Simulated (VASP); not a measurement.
# TaN (P-6m2) in VASP: further runs

Runs on TaN. Level: PBEsol. Tasks: electric field gradients.

Everything below comes from runs of VASP 6.6.1. Logs are shortened: lines on timing, memory, paths and dates and some standing lists are left out, and cuts for length are marked.

### 1 The cell of the first run

It takes space group P-6m2 (No. 187, hexagonal). Conventional cell: a = 2.898 Å, b = 2.898 Å, c = 2.844 Å, α = 90.00°, β = 90.00°, γ = 120.00°. Ta (site symmetry -6m2) has 6 N at 2.20 Å and 8 Ta at 2.84 to 2.90 Å within 2.9 Å. N (site symmetry -6m2) has 6 Ta at 2.20 Å and 8 N at 2.84 to 2.90 Å within 2.9 Å.

### 2 Electric field gradients, PBEsol (10.34 Å³/atom)

Contents of INCAR:

```
ALGO = Normal
EDIFF = 1E-8
ENCUT = 520
GGA = PS
GGA_COMPAT = F
ISIF = 2
ISMEAR = -1
LASPH = T
LCHARG = F
LEFG = T
LREAL = F
LWAVE = F
NBANDS = 16
NELM = 120
PREC = Accurate
SIGMA = 0.02
```

Contents of KPOINTS:

```
k-points
0
Gamma
  12 12 10
```

Contents of POSCAR:

```
TaN
1.0
    2.8982913036      0.0000000000      0.0000000000
   -1.4491456518      2.5099938965      0.0000000000
    0.0000000000      0.0000000000      2.8440357641
Ta N
1 1
Direct
    0.3333333333      0.6666666667      0.5000000000
    0.0000000000      0.0000000000      0.0000000000
```

Potentials or basis: VASP PAW PBE potentials, release 64 (Ta_sv_GW, N).

Run with:

```bash
$ cat potpaw_PBE.64/Ta_sv_GW/POTCAR potpaw_PBE.64/N/POTCAR > POTCAR
$ mpirun -np 1 vasp_std > vasp.out
```

OUTCAR:

```text
EDIFF = 1E-8
   ENCUT = 520
   GGA = PS
   ISIF = 2
   ISMEAR = -1
   LASPH = T
   LREAL = F
   NELM = 120
   PREC = Accurate

 ion  position               nearest neighbor table
   1  0.333  0.667  0.500-   2 2.20   2 2.20   2 2.20   2 2.20   2 2.20   2 2.20
   2  0.000  0.000  0.000-   1 2.20   1 2.20   1 2.20   1 2.20   1 2.20   1 2.20

  LATTYP: Found a hexagonal cell.
 ALAT       =     2.8982913036
 C/A-ratio  =     0.9812801634

  Lattice vectors:

 A1 = (   2.8982913036,   0.0000000000,   0.0000000000)
 A2 = (  -1.4491456518,   2.5099938965,   0.0000000000)
 A3 = (   0.0000000000,   0.0000000000,   2.8440357641)

Analysis of symmetry for initial positions (statically):
=====================================================================
 Subroutine PRICEL returns:
 Original cell was already a primitive cell.

 Routine SETGRP: Setting up the symmetry group for a
 hexagonal supercell.

 Subroutine GETGRP returns: Found 12 space group operations
 (whereof 12 operations were pure point group operations)
 out of a pool of 24 trial point group operations.

The static configuration has the point symmetry D_3h.

Analysis of symmetry for dynamics (positions and initial velocities):
=====================================================================
 Subroutine PRICEL returns:
 Original cell was already a primitive cell.

 Routine SETGRP: Setting up the symmetry group for a
 hexagonal supercell.

 Subroutine GETGRP returns: Found 12 space group operations
 (whereof 12 operations were pure point group operations)
 out of a pool of 24 trial point group operations.

The dynamic configuration has the point symmetry D_3h.

 Subroutine INISYM returns: Found 12 space group operations
 (whereof 12 operations are pure point group operations),
 and found     1 'primitive' translations

----------------------------------------------------------------------------------------

                                     Primitive cell

  volume of cell :      20.6895

  direct lattice vectors                    reciprocal lattice vectors
     2.898291304  0.000000000  0.000000000     0.345030880  0.199203672  0.000000000
    -1.449145652  2.509993897  0.000000000     0.000000000  0.398407343  0.000000000
     0.000000000  0.000000000  2.844035764     0.000000000  0.000000000  0.351613019

  length of vectors
     2.898291304  2.898291304  2.844035764     0.398407343  0.398407343  0.351613019

  position of ions in fractional coordinates (direct lattice)
     0.333333333  0.666666667  0.500000000
     0.000000000  0.000000000  0.000000000

  ion indices of the primitive-cell ions
   primitive index   ion index
                 1           1
                 2           2

----------------------------------------------------------------------------------------

 KPOINTS: k-points

Automatic generation of k-mesh.
 Grid dimensions read from file:
 generate k-points for:   12   12   10

 Generating k-lattice:

  Cartesian coordinates                     Fractional coordinates (reciprocal lattice)
     0.028752573  0.016600306  0.000000000     0.083333333 -0.000000000  0.000000000
     0.000000000  0.033200612  0.000000000     0.000000000  0.083333333  0.000000000
     0.000000000  0.000000000  0.035161302     0.000000000  0.000000000  0.100000000

  Length of vectors
     0.033200612  0.033200612  0.035161302

  Shift w.r.t. Gamma in fractional coordinates (k-lattice)
     0.000000000  0.000000000  0.000000000

 Subroutine IBZKPT returns following result:
 ===========================================

 Found    114 irreducible k-points:

 Following reciprocal coordinates:
            Coordinates               Weight
  0.000000  0.000000  0.000000      1.000000
  0.083333 -0.000000  0.000000      6.000000
  0.166667  0.000000  0.000000      6.000000
  0.250000  0.000000  0.000000      6.000000
  0.333333  0.000000  0.000000      6.000000
  0.416667  0.000000  0.000000      6.000000
[... 16 lines left out ...]
  0.250000  0.000000  0.100000     12.000000
  0.333333  0.000000  0.100000     12.000000
 [... further k-points ...]
   k-points           NKPTS =    114   k-points in BZ     NKDIM =    114   number of bands    NBANDS=     16
   number of dos      NEDOS =    301   number of ions     NIONS =      2
   total plane-waves  NPLWV =  13824
   dimension x,y,z NGX =    24 NGY =   24 NGZ =   24
   dimension x,y,z NGXF=    48 NGYF=   48 NGZF=   48
   ions per type =               1   1
   NGX,Y,Z   is equivalent  to a cutoff of  13.77, 13.77, 14.03 a.u.
   NGXF,Y,Z  is equivalent  to a cutoff of  27.53, 27.53, 28.06 a.u.
 SYSTEM =  unknown system
   PREC   = accura    normal or accurate (medium, high low for compatibility)
   ISTART =      0    job   : 0-new  1-cont  2-samecut
   ICHARG =      2    charge: 1-file 2-atom 10-const
   ISPIN  =      1    spin polarized calculation?
   LNONCOLLINEAR =      F non collinear calculations
   LSORBIT =      F    spin-orbit coupling
   LASPH  =      T    aspherical Exc in radial PAW
   ENCUT  =  520.0 eV  38.22 Ry    6.18 a.u.   5.39  5.39  5.29*2*pi/ulx,y,z
   NELM   =    120;   NELMIN=  2; NELMDL= -5     # of ELM steps
   EDIFF  = 0.1E-07   stopping-criterion for ELM
   LREAL  =      F    real-space projection
   EDIFFG = 0.1E-06   stopping-criterion for IOM
   NSW    =      0    number of steps for IOM
   IBRION =     -1    ionic relax: 0-MD 1-quasi-New 2-CG
   NFREE  =      0    steps in history (QN), initial steepest desc. (CG)
   ISIF   =      2    stress and relaxation
   ISYM   =      2    0-nonsym 1-usesym 2-fastsym
   POTIM  = 0.5000    time-step for ionic-motion
   TEBEG  =    0.0;   TEEND  =   0.0 temperature during run
   PSTRESS=    0.0 pullay stress
   NELECT =      18.0000    total number of electrons
   NUPDOWN=      -1.0000    fix difference up-down
   EMIN   =  10.00;   EMAX   =-10.00  energy-range for DOS
   EFERMI =   0.00;   METHOD = LEGACY
   ISMEAR =    -1;   SIGMA  =   0.02  broadening in eV -4-tet -1-fermi 0-gaus
   EFERMI_NEDOS =   21; number of points for ismear=-14 and -15
   IALGO  =     38    algorithm
   IMIX   =      4    mixing-type and parameters
     AMIX     =   0.40;   BMIX     =  1.00
     AMIX_MAG =   1.60;   BMIX_MAG =  1.00
  volume/ion in A,a.u.               =      10.34        69.81
  Fermi-wavevector in a.u.,A,eV,Ry     =   1.562844  2.953348 33.231995  2.442483
  Thomas-Fermi vector in A             =   2.665703
   LORBIT       =      0    0 simple, 1 ext, 2 COOP (PROOUT), +10 PAW based schemes
   GGA     = PS    functional components
   LHFCALC =     F    Hartree Fock is set to
   AEXX    =    0.0000 exact exchange contribution
   IVDW    =     0    specifies the selected vdW correction
   LEPSILON=     F    determine dielectric tensor
   LRPA    =     F    only Hartree local field effects (RPA)
 non-spin polarized calculation
  energy-cutoff  :      520.00
  volume of cell :       20.69
 maximum number of plane-waves:       580
 NGX is ok and might be reduce to    24
   NGX = 11   NGY = 11   NGZ = 11

 number of electron      18.0000000 magnetization

 Free energy of the ion-electron system (eV)
  ---------------------------------------------------
  ext. energy  EPLUGINS =         0.00000000
  ---------------------------------------------------
  free energy    TOTEN  =       -26.31857291 eV

  energy without entropy =      -26.31847405  energy(sigma->0) =      -26.31852348

 E-fermi :  12.9948     XC(G=0): -14.1062

 val. band max:       12.8668740818   @ k =   0.0000   0.0000   0.4000
 cond. band min:      13.0358532023   @ k =   0.3333   0.3333   0.0000
 fundamental gap:      0.1689791205
 Fermi energy:        12.9948213971

 k-point     1 :       0.0000    0.0000    0.0000
  band No.  band energies     occupation
      1     -55.4741      2.00000
      2     -21.7551      2.00000
      3     -21.4728      2.00000
      4     -21.4728      2.00000
      5      -5.1336      2.00000
      6       8.1459      2.00000
[... 8 lines left out ...]
     15      26.0504      0.00000
     16      29.3555      0.00000
[... 419 lines left out ...]
 k-point    24 :       0.3333    0.0000    0.1000
  band No.  band energies     occupation
      1     -55.3992      2.00000
      2     -22.3763      2.00000
      3     -21.7269      2.00000
      4     -21.6652      2.00000
      5      -3.2614      2.00000
      6       5.0908      2.00000
[... 8 lines left out ...]
     15      26.3253      0.00000
     16      29.4181      0.00000

 [... further k-points ...]

------------------------ aborting loop because EDIFF is reached ----------------------------------------

  FORCE on cell =-STRESS in cart. coord.  units (eV):
  Direction    XX          YY          ZZ          XY          YZ          ZX
  --------------------------------------------------------------------------------------
  -------------------------------------------------------------------------------------
  Total        1.2536133      1.2536133      1.4680703     -0.0000000     -0.0000000      0.0000000
  in kB       97.0788056     97.0788056    113.6861840     -0.0000000     -0.0000000      0.0000000
  external PRESSURE =     102.6145984 kB  Pullay stress =       0.0000000 kB

 VOLUME and BASIS-vectors are now :
 -----------------------------------------------------------------------------
  energy-cutoff  :      520.00
  volume of cell :       20.69
      direct lattice vectors                 reciprocal lattice vectors
     2.898291304  0.000000000  0.000000000     0.345030880  0.199203672  0.000000000
    -1.449145652  2.509993897  0.000000000     0.000000000  0.398407343  0.000000000
     0.000000000  0.000000000  2.844035764     0.000000000  0.000000000  0.351613019

 POSITION                                       TOTAL-FORCE (eV/Angst)
 -----------------------------------------------------------------------------------
     -0.00000      1.67333      1.42202        -0.000000      0.000000      0.000000
      0.00000      0.00000      0.00000         0.000000     -0.000000      0.000000
 -----------------------------------------------------------------------------------
    total drift:                                0.000000     -0.000000     -0.000000

  FREE ENERGIE OF THE ION-ELECTRON SYSTEM (eV)
  ---------------------------------------------------
  free  energy   TOTEN  =       -26.3185729078 eV

  energy  without entropy=      -26.3184740470  energy(sigma->0) =      -26.31852348

 Electric field gradients (V/A^2)
---------------------------------------------------------------------
 ion       V_xx      V_yy      V_zz      V_xy      V_xz      V_yz
---------------------------------------------------------------------
   1     -14.565   -14.566    29.131    -0.000     0.000    -0.000
   2       0.149     0.150    -0.299     0.001     0.000    -0.000
---------------------------------------------------------------------

 Electric field gradients after diagonalization (V/A^2)
 (convention: |V_zz| > |V_xx| > |V_yy|)
----------------------------------------------------------------------
 ion       V_xx      V_yy      V_zz     asymmetry (V_yy - V_xx)/ V_zz
----------------------------------------------------------------------
   1     -14.566   -14.565    29.131       0.000
   2       0.150     0.149    -0.299       0.005
----------------------------------------------------------------------

           NMR quadrupolar parameters

 Cq : quadrupolar parameter    Cq=e*Q*V_zz/h
 eta: asymmetry parameters     (V_yy - V_xx)/ V_zz
 Q  : nuclear electric quadrupole moment in mb (millibarn)
----------------------------------------------------------------------
 ion       Cq(MHz)       eta       Q (mb)
----------------------------------------------------------------------
   1       0.070       0.000       1.000
   2      -0.001       0.005       1.000
----------------------------------------------------------------------
```

Wall time 23 s (1 thread of AMD EPYC 9R45 (Zen 5), shared host); peak memory 0.15 GiB.

Results:

```yaml
Free_energy: -26.3186 eV
Pressure: 10.3 GPa
Band_gap_on_the_k_mesh: zero (bands 9 and 10 overlap by 0.52 eV)
Largest_electric_field_gradient_by_atom: Ta +29.1; N -0.3 V/Å²
```

Stress tensor (GPa, compression positive):
```
 9.71  0.00  0.00
 0.00  9.71  0.00
 0.00  0.00 11.37
```

Levels at points of the mesh, in eV from the Fermi level:
```
           k point  band 6  band 7  band 8  band 9  band 10  band 11  band 12  band 13
(0.00, 0.00, 0.00)   -4.85   -4.85   -4.51   -3.06     2.40     3.68     3.68     4.12
(0.50, 0.00, 0.00)   -8.64   -5.50   -3.77   -3.34     3.06     4.18     5.33     5.51
(0.00, 0.00, 0.50)   -9.73   -3.99   -3.99   -0.22    -0.22     2.45     3.31     3.31
(0.50, 0.00, 0.50)   -7.68   -6.45   -6.03   -0.35     4.34     5.59     6.35     7.38
```

Electric field gradients, principal values (V/Å²):
```
atom    least   middle  greatest (by size)
1 Ta  -14.565  -14.566              29.131
 2 N    0.149    0.150              -0.299
```

Caveat: the cell stands under pressure; without QUAD_EFG the Cq values of the log hold for a quadrupole moment of 1 mb, not for the nuclei; the PAW data sets were made with another functional, which shifts forces and pressure a little; spin-orbit coupling is left out, which moves the levels of the heavy elements.

### 3 Electric field gradients, PBEsol (10.99 Å³/atom)

This run uses another cell than the first one, of 10.99 Å³/atom.

Contents of INCAR:

```
SYSTEM = TaN
PREC = Accurate ; ENCUT = 520
EDIFF = 1E-8 ; ISMEAR = -1
SIGMA = 0.02 ; LREAL = .False.
LASPH = .True. ; NELM = 120
ALGO = Normal ; ISIF = 2
LWAVE = .False. ; LCHARG = .False.
GGA = PS ; LEFG = .True.
NBANDS = 16 ; GGA_COMPAT = .False.
```

Contents of KPOINTS:

```
Automatic mesh
0
Gamma
  12 12 10
  0 0 0
```

Contents of POSCAR:

```
TaN
1.0
    2.9574563715      0.0000000000      0.0000000000
   -1.4787281858      2.5612323484      0.0000000000
    0.0000000000      0.0000000000      2.9020932717
Ta N
1 1
Direct
    0.3333333333      0.6666666667      0.5000000000
    0.0000000000      0.0000000000      0.0000000000
```

Potentials or basis: VASP PAW PBE potentials, release 64 (Ta_sv_GW, N).

Run with:

```bash
$ cat potpaw_PBE.64/Ta_sv_GW/POTCAR potpaw_PBE.64/N/POTCAR > POTCAR
$ mpirun -np 1 vasp_std > vasp.out
```

OUTCAR:

```text
SYSTEM = TaN
   PREC = Accurate
   ENCUT = 520
   EDIFF = 1E-8
   ISMEAR = -1
   LREAL = .False.
   LASPH = .True.
   NELM = 120
   ISIF = 2
   GGA = PS

 ion  position               nearest neighbor table
   1  0.333  0.667  0.500-   2 2.24   2 2.24   2 2.24   2 2.24   2 2.24   2 2.24
   2  0.000  0.000  0.000-   1 2.24   1 2.24   1 2.24   1 2.24   1 2.24   1 2.24

  LATTYP: Found a hexagonal cell.
 ALAT       =     2.9574563715
 C/A-ratio  =     0.9812801635

  Lattice vectors:

 A1 = (   2.9574563715,   0.0000000000,   0.0000000000)
 A2 = (  -1.4787281858,   2.5612323484,   0.0000000000)
[... 669 lines left out ...]
  free  energy   TOTEN  =       -26.3133099179 eV

  energy  without entropy=      -26.3132093402  energy(sigma->0) =      -26.31325963

 Electric field gradients (V/A^2)
---------------------------------------------------------------------
 ion       V_xx      V_yy      V_zz      V_xy      V_xz      V_yz
---------------------------------------------------------------------
   1     -18.411   -18.411    36.822     0.000     0.000    -0.000
   2      -0.315    -0.313     0.628     0.001    -0.000     0.000
---------------------------------------------------------------------

 Electric field gradients after diagonalization (V/A^2)
 (convention: |V_zz| > |V_xx| > |V_yy|)
----------------------------------------------------------------------
 ion       V_xx      V_yy      V_zz     asymmetry (V_yy - V_xx)/ V_zz
----------------------------------------------------------------------
   1     -18.412   -18.411    36.822       0.000
   2      -0.315    -0.313     0.628       0.004
----------------------------------------------------------------------

           NMR quadrupolar parameters

 Cq : quadrupolar parameter    Cq=e*Q*V_zz/h
 eta: asymmetry parameters     (V_yy - V_xx)/ V_zz
 Q  : nuclear electric quadrupole moment in mb (millibarn)
----------------------------------------------------------------------
 ion       Cq(MHz)       eta       Q (mb)
----------------------------------------------------------------------
   1       0.089       0.000       1.000
   2       0.002       0.004       1.000
----------------------------------------------------------------------
```

OSZICAR:

```text
N       E                     dE             d eps       ncg     rms          rms(c)
DAV:   1     0.999682488072E+02    0.99968E+02   -0.11282E+04  3680   0.114E+03
DAV:   2    -0.248572286985E+02   -0.12483E+03   -0.12095E+03  5104   0.305E+02
DAV:   3    -0.297029086259E+02   -0.48457E+01   -0.48416E+01  4392   0.542E+01
DAV:   4    -0.298066485871E+02   -0.10374E+00   -0.10374E+00  5184   0.552E+00
DAV:   5    -0.298100249956E+02   -0.33764E-02   -0.33764E-02  4440   0.683E-01    0.596E+01
DAV:   6    -0.264978690726E+02    0.33122E+01   -0.68206E+00  4224   0.223E+01    0.586E+01
DAV:   7    -0.263621696634E+02    0.13570E+00   -0.51702E-01  3952   0.575E+00    0.249E+01
DAV:   8    -0.263145803188E+02    0.47589E-01   -0.12983E-01  4696   0.276E+00    0.414E+00
DAV:   9    -0.263134730817E+02    0.11072E-02   -0.48267E-03  4816   0.690E-01    0.710E-01
DAV:  10    -0.263133128534E+02    0.16023E-03   -0.15472E-03  3776   0.382E-01    0.831E-02
DAV:  11    -0.263133139131E+02   -0.10597E-05   -0.52738E-05  4320   0.788E-02    0.127E-01
DAV:  12    -0.263133098504E+02    0.40626E-05   -0.54467E-06  4712   0.233E-02    0.452E-03
DAV:  13    -0.263133099226E+02   -0.72194E-07   -0.53745E-07  4144   0.606E-03    0.188E-02
DAV:  14    -0.263133099179E+02    0.47191E-08   -0.23743E-08  4368   0.119E-03
   1 F= -.26313310E+02 E0= -.26313260E+02  d E =-.100578E-03
```

Wall time 14 s (1 thread of Intel Xeon 6975P-C (Granite Rapids), shared host); peak memory 0.17 GiB.

What came out:

```yaml
Free_energy: -26.3133 eV
Pressure: -11.6 GPa
Band_gap_on_the_k_mesh: zero (bands 9 and 10 overlap by 0.49 eV)
Largest_electric_field_gradient_by_atom: Ta +36.8; N +0.6 V/Å²
```

Electric field gradients, principal values (V/Å²):
| atom | least | middle | greatest (by size) |
| --- | --- | --- | --- |
| 1 Ta | -18.411 | -18.412 | 36.822 |
| 2 N | -0.313 | -0.315 | 0.628 |

Caveat: the cell stands under tension; without QUAD_EFG the Cq values of the log hold for a quadrupole moment of 1 mb, not for the nuclei; the PAW data sets were made with another functional, which shifts forces and pressure a little; spin-orbit coupling is left out, which moves the levels of the heavy elements.

[end of part 1 of 2]

The gap in the log of VASP goes by the Fermi energy; the results here count the filled bands.